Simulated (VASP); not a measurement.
# CdP2C (P-4m2) in VASP: a series of runs

CdP2C is run at these levels: PBE, r2SCAN; tasks: single point.

All numbers are computed with VASP 6.6.1; they aren't measurements. Logs are shortened: lines on timing, memory, paths and dates and some standing lists are left out, and cuts for length are marked.

### 1 The cell of the first run

Symmetry: P-4m2, No. 115, tetragonal system. The conventional cell has a = 3.249 Å, b = 3.249 Å, c = 6.062 Å, α = 90.00°, β = 90.00°, γ = 90.00°. Cd (site symmetry -4m2) has 4 P at 2.57 Å and 4 Cd at 3.25 Å within 3.4 Å. P (site symmetry 2mm) has 2 C at 1.93 Å and 2 Cd at 2.57 Å within 2.6 Å. C (site symmetry -4m2) has 4 P at 1.93 Å within 2.6 Å.

### 2 Single point, PBE (16.00 Å³/atom)

File INCAR:

```
PREC = Accurate ; ENCUT = 700
EDIFF = 1E-6 ; ISMEAR = -1
SIGMA = 0.02 ; LREAL = False
LASPH = True ; NELM = 120
ALGO = Normal ; ISIF = 2
LWAVE = False ; LCHARG = False
GGA = PE ; NBANDS = 25
GGA_COMPAT = False
```

File KPOINTS:

```
regular mesh
0
Gamma
  6 6 4
```

File POSCAR:

```
CdP2C
1.0
    3.2487984889      0.0000000000      0.0000000000
    0.0000000000      3.2487984889      0.0000000000
    0.0000000000      0.0000000000      6.0617779440
Cd P C
1 2 1
Direct
    0.0000000000      0.0000000000      0.0000000000
    0.0000000000      0.5000000000      0.3295789830
    0.5000000000      0.0000000000      0.6704210170
    0.5000000000      0.5000000000      0.5000000000
```

Potentials or basis: VASP PAW PBE potentials, release 64 (Cd_sv_GW, P, C).

Command:

```
$ cat potpaw_PBE.64/Cd_sv_GW/POTCAR potpaw_PBE.64/P/POTCAR potpaw_PBE.64/C/POTCAR > POTCAR
$ mpirun -np 1 vasp_std > vasp.out
```

OUTCAR:

```text
PREC = Accurate
   ENCUT = 700
   EDIFF = 1E-6
   ISMEAR = -1
   LREAL = False
   LASPH = True
   NELM = 120
   ISIF = 2
   GGA = PE

 ion  position               nearest neighbor table
   1  0.000  0.000  0.000-   2 2.57   3 2.57   2 2.57   3 2.57
   2  0.000  0.500  0.330-   4 1.93   4 1.93   1 2.57   1 2.57
   3  0.500  0.000  0.670-   4 1.93   4 1.93   1 2.57   1 2.57
   4  0.500  0.500  0.500-   2 1.93   3 1.93   3 1.93   2 1.93

  LATTYP: Found a simple tetragonal cell.
 ALAT       =     3.2487984889
 C/A-ratio  =     1.8658522419

  Lattice vectors:

 A1 = (   3.2487984889,   0.0000000000,   0.0000000000)
 A2 = (   0.0000000000,   3.2487984889,   0.0000000000)
 A3 = (   0.0000000000,   0.0000000000,   6.0617779440)

Analysis of symmetry for initial positions (statically):
=====================================================================
 Subroutine PRICEL returns:
 Original cell was already a primitive cell.

 Routine SETGRP: Setting up the symmetry group for a
 simple tetragonal supercell.

 Subroutine GETGRP returns: Found  8 space group operations
 (whereof  8 operations were pure point group operations)
 out of a pool of 16 trial point group operations.

The static configuration has the point symmetry D_2d.

Analysis of symmetry for dynamics (positions and initial velocities):
=====================================================================
 Subroutine PRICEL returns:
 Original cell was already a primitive cell.

 Routine SETGRP: Setting up the symmetry group for a
 simple tetragonal supercell.

 Subroutine GETGRP returns: Found  8 space group operations
 (whereof  8 operations were pure point group operations)
 out of a pool of 16 trial point group operations.

The dynamic configuration has the point symmetry D_2d.

 Subroutine INISYM returns: Found  8 space group operations
 (whereof  8 operations are pure point group operations),
 and found     1 'primitive' translations

----------------------------------------------------------------------------------------

                                     Primitive cell

  volume of cell :      63.9802

  direct lattice vectors                    reciprocal lattice vectors
     3.248798489  0.000000000  0.000000000     0.307806102  0.000000000  0.000000000
     0.000000000  3.248798489  0.000000000     0.000000000  0.307806102  0.000000000
     0.000000000  0.000000000  6.061777944     0.000000000  0.000000000  0.164968102

  length of vectors
     3.248798489  3.248798489  6.061777944     0.307806102  0.307806102  0.164968102

  position of ions in fractional coordinates (direct lattice)
     0.000000000  0.000000000  0.000000000
     0.000000000  0.500000000  0.329578983
     0.500000000  0.000000000  0.670421017
     0.500000000  0.500000000  0.500000000

  ion indices of the primitive-cell ions
   primitive index   ion index
                 1           1
                 2           2
                 3           3
                 4           4

----------------------------------------------------------------------------------------

 KPOINTS: regular mesh

Automatic generation of k-mesh.
 Grid dimensions read from file:
 generate k-points for:    6    6    4

 Generating k-lattice:

  Cartesian coordinates                     Fractional coordinates (reciprocal lattice)
     0.051301017  0.000000000  0.000000000     0.166666667  0.000000000  0.000000000
     0.000000000  0.051301017  0.000000000     0.000000000  0.166666667  0.000000000
     0.000000000  0.000000000  0.041242025     0.000000000  0.000000000  0.250000000

  Length of vectors
     0.051301017  0.051301017  0.041242025

  Shift w.r.t. Gamma in fractional coordinates (k-lattice)
     0.000000000  0.000000000  0.000000000

 Subroutine IBZKPT returns following result:
 ===========================================

 Found     30 irreducible k-points:

 Following reciprocal coordinates:
            Coordinates               Weight
  0.000000  0.000000  0.000000      1.000000
  0.166667  0.000000  0.000000      4.000000
  0.333333  0.000000  0.000000      4.000000
  0.500000  0.000000  0.000000      2.000000
  0.166667  0.166667  0.000000      4.000000
  0.333333  0.166667  0.000000      8.000000
[... 16 lines left out ...]
  0.333333  0.000000  0.500000      4.000000
  0.500000  0.000000  0.500000      2.000000
 [... further k-points ...]
   k-points           NKPTS =     30   k-points in BZ     NKDIM =     30   number of bands    NBANDS=     25
   number of dos      NEDOS =    301   number of ions     NIONS =      4
   total plane-waves  NPLWV =  42336
   dimension x,y,z NGX =    28 NGY =   28 NGZ =   54
   dimension x,y,z NGXF=    56 NGYF=   56 NGZF=  108
   ions per type =               1   2   1
   NGX,Y,Z   is equivalent  to a cutoff of  14.33, 14.33, 14.81 a.u.
   NGXF,Y,Z  is equivalent  to a cutoff of  28.66, 28.66, 29.62 a.u.
 SYSTEM =  unknown system
   PREC   = accura    normal or accurate (medium, high low for compatibility)
   ISTART =      0    job   : 0-new  1-cont  2-samecut
   ICHARG =      2    charge: 1-file 2-atom 10-const
   ISPIN  =      1    spin polarized calculation?
   LNONCOLLINEAR =      F non collinear calculations
   LSORBIT =      F    spin-orbit coupling
   LASPH  =      T    aspherical Exc in radial PAW
   ENCUT  =  700.0 eV  51.45 Ry    7.17 a.u.   7.01  7.01 13.08*2*pi/ulx,y,z
   NELM   =    120;   NELMIN=  2; NELMDL= -5     # of ELM steps
   EDIFF  = 0.1E-05   stopping-criterion for ELM
   LREAL  =      F    real-space projection
   EDIFFG = 0.1E-04   stopping-criterion for IOM
   NSW    =      0    number of steps for IOM
   IBRION =     -1    ionic relax: 0-MD 1-quasi-New 2-CG
   NFREE  =      0    steps in history (QN), initial steepest desc. (CG)
   ISIF   =      2    stress and relaxation
   ISYM   =      2    0-nonsym 1-usesym 2-fastsym
   POTIM  = 0.5000    time-step for ionic-motion
   TEBEG  =    0.0;   TEEND  =   0.0 temperature during run
   PSTRESS=    0.0 pullay stress
   NELECT =      34.0000    total number of electrons
   NUPDOWN=      -1.0000    fix difference up-down
   EMIN   =  10.00;   EMAX   =-10.00  energy-range for DOS
   EFERMI =   0.00;   METHOD = LEGACY
   ISMEAR =    -1;   SIGMA  =   0.02  broadening in eV -4-tet -1-fermi 0-gaus
   EFERMI_NEDOS =   21; number of points for ismear=-14 and -15
   IALGO  =     38    algorithm
   IMIX   =      4    mixing-type and parameters
     AMIX     =   0.40;   BMIX     =  1.00
     AMIX_MAG =   1.60;   BMIX_MAG =  1.00
  volume/ion in A,a.u.               =      16.00       107.94
  Fermi-wavevector in a.u.,A,eV,Ry     =   1.326028  2.505829 23.923799  1.758350
  Thomas-Fermi vector in A             =   2.455445
   LORBIT       =      0    0 simple, 1 ext, 2 COOP (PROOUT), +10 PAW based schemes
   GGA     = PE    functional components
   LHFCALC =     F    Hartree Fock is set to
   AEXX    =    0.0000 exact exchange contribution
   IVDW    =     0    specifies the selected vdW correction
   LEPSILON=     F    determine dielectric tensor
   LRPA    =     F    only Hartree local field effects (RPA)
 non-spin polarized calculation
  energy-cutoff  :      700.00
  volume of cell :       63.98
 maximum number of plane-waves:      2712
   NGX = 15   NGY = 15   NGZ = 27

 number of electron      34.0000009 magnetization

 Free energy of the ion-electron system (eV)
  ---------------------------------------------------
  ext. energy  EPLUGINS =         0.00000000
  ---------------------------------------------------
  free energy    TOTEN  =       -18.13531021 eV

  energy without entropy =      -18.13371833  energy(sigma->0) =      -18.13451427

 E-fermi :   7.6655     XC(G=0): -10.7522

 val. band max:        7.6495338871   @ k =   0.1667   0.0000   0.5000
 cond. band min:       7.7310052740   @ k =   0.3333   0.3333   0.0000
 fundamental gap:      0.0814713869
 Fermi energy:         7.6655228539

 k-point     1 :       0.0000    0.0000    0.0000
  band No.  band energies     occupation
      1     -96.0025      2.00000
      2     -57.0642      2.00000
      3     -57.0642      2.00000
      4     -57.0056      2.00000
      5      -9.3885      2.00000
      6      -4.4904      2.00000
[... 17 lines left out ...]
     24      15.4214      0.00000
     25      16.4430      0.00000

 k-point     2 :       0.1667    0.0000    0.0000
  band No.  band energies     occupation
      1     -96.0024      2.00000
      2     -57.0670      2.00000
      3     -57.0640      2.00000
      4     -57.0054      2.00000
      5      -9.1038      2.00000
      6      -4.4120      2.00000
[... 17 lines left out ...]
     24      15.7218      0.00000
     25      16.6978      0.00000

 k-point     3 :       0.3333    0.0000    0.0000
  band No.  band energies     occupation
      1     -96.0022      2.00000
      2     -57.0726      2.00000
      3     -57.0636      2.00000
      4     -57.0049      2.00000
      5      -8.3380      2.00000
      6      -4.5764      2.00000
[... 17 lines left out ...]
     24      15.3111      0.00000
     25      16.0431      0.00000

 k-point     4 :       0.5000    0.0000    0.0000
  band No.  band energies     occupation
      1     -96.0021      2.00000
      2     -57.0754      2.00000
      3     -57.0634      2.00000
      4     -57.0047      2.00000
      5      -7.7133      2.00000
      6      -5.1534      2.00000
[... 17 lines left out ...]
     24      14.2860      0.00000
     25      16.3328      0.00000
[... 477 lines left out ...]
 k-point    22 :       0.1667    0.0000    0.5000
  band No.  band energies     occupation
      1     -96.0024      2.00000
      2     -57.0670      2.00000
      3     -57.0640      2.00000
      4     -57.0054      2.00000
      5      -9.0441      2.00000
      6      -4.8443      2.00000
[... 17 lines left out ...]
     24      14.2475      0.00000
     25      15.7083      0.00000

 k-point    23 :       0.3333    0.0000    0.5000
  band No.  band energies     occupation
      1     -96.0022      2.00000
      2     -57.0726      2.00000
      3     -57.0636      2.00000
      4     -57.0049      2.00000
      5      -8.3064      2.00000
      6      -4.6755      2.00000
[... 17 lines left out ...]
     24      15.2240      0.00000
     25      15.3850      0.00000

 k-point    24 :       0.5000    0.0000    0.5000
  band No.  band energies     occupation
      1     -96.0021      2.00000
      2     -57.0754      2.00000
      3     -57.0634      2.00000
      4     -57.0047      2.00000
      5      -7.7242      2.00000
      6      -5.0411      2.00000
[... 17 lines left out ...]
     24      14.7860      0.00000
     25      16.7056      0.00000

 [... further k-points ...]

------------------------ aborting loop because EDIFF is reached ----------------------------------------

  FORCE on cell =-STRESS in cart. coord.  units (eV):
  Direction    XX          YY          ZZ          XY          YZ          ZX
  --------------------------------------------------------------------------------------
  -------------------------------------------------------------------------------------
  Total        1.0554681      1.0554681      1.4144045      0.0000000      0.0000000      0.0000000
  in kB       26.4307886     26.4307886     35.4191910      0.0000000      0.0000000      0.0000000
  external PRESSURE =      29.4269227 kB  Pullay stress =       0.0000000 kB

 VOLUME and BASIS-vectors are now :
 -----------------------------------------------------------------------------
  energy-cutoff  :      700.00
  volume of cell :       63.98
      direct lattice vectors                 reciprocal lattice vectors
     3.248798489  0.000000000  0.000000000     0.307806102  0.000000000  0.000000000
     0.000000000  3.248798489  0.000000000     0.000000000  0.307806102  0.000000000
     0.000000000  0.000000000  6.061777944     0.000000000  0.000000000  0.164968102

 POSITION                                       TOTAL-FORCE (eV/Angst)
 -----------------------------------------------------------------------------------
      0.00000      0.00000      0.00000        -0.000000     -0.000000      0.000000
      0.00000      1.62440      1.99783         0.000000     -0.000000     -0.068222
      1.62440      0.00000      4.06394         0.000000     -0.000000      0.068222
      1.62440      1.62440      3.03089         0.000000      0.000000      0.000000
 -----------------------------------------------------------------------------------
    total drift:                               -0.000000      0.000000     -0.000000

  FREE ENERGIE OF THE ION-ELECTRON SYSTEM (eV)
  ---------------------------------------------------
  free  energy   TOTEN  =       -18.1353102074 eV

  energy  without entropy=      -18.1337183264  energy(sigma->0) =      -18.13451427
```

Wall time 34 s (1 thread of Intel Xeon 6975P-C (Granite Rapids), shared host); peak memory 0.25 GiB.

What came out:

```
Free energy            : -18.1353 eV
Pressure               : 2.9 GPa
Largest force          : 0.068 eV/Å
Band gap on the k mesh : zero (bands 17 and 18 overlap by 0.57 eV)
```

Forces in eV/Å, atoms in the order of the input:
```
Cd   0.000  0.000  0.000
P    0.000  0.000 -0.068
P    0.000  0.000  0.068
C    0.000  0.000  0.000
```

Stress tensor (GPa, compression positive):
```
2.64 0.00 0.00
0.00 2.64 0.00
0.00 0.00 3.54
```

Levels at points of the mesh, in eV from the Fermi level:
```csv
k point,band 13,band 14,band 15,band 16,band 17,band 18,band 19,band 20,band 21,band 22
"(0.00, 0.00, 0.00)",-5.94,-5.94,-2.55,-1.48,-0.24,0.83,0.83,1.82,3.79,3.79
"(0.50, 0.00, 0.00)",-6.47,-5.20,-4.95,-4.85,0.45,0.49,2.01,2.63,4.24,5.19
"(0.50, 0.50, 0.00)",-6.82,-5.34,-4.21,-4.21,-3.04,0.86,0.86,0.97,1.24,5.53
"(0.00, 0.00, 0.50)",-5.85,-5.85,-5.70,-0.65,-0.30,0.25,0.25,3.12,5.00,5.00
"(0.50, 0.00, 0.50)",-6.95,-5.21,-3.35,-3.03,-0.92,0.55,0.67,1.33,4.25,4.31
"(0.50, 0.50, 0.50)",-6.72,-5.50,-4.73,-4.73,-3.51,1.98,3.11,3.11,3.71,4.18
```

(Part 1 of 2 ends here.)

The gap in the log of VASP goes by the Fermi energy; the results here count the filled bands.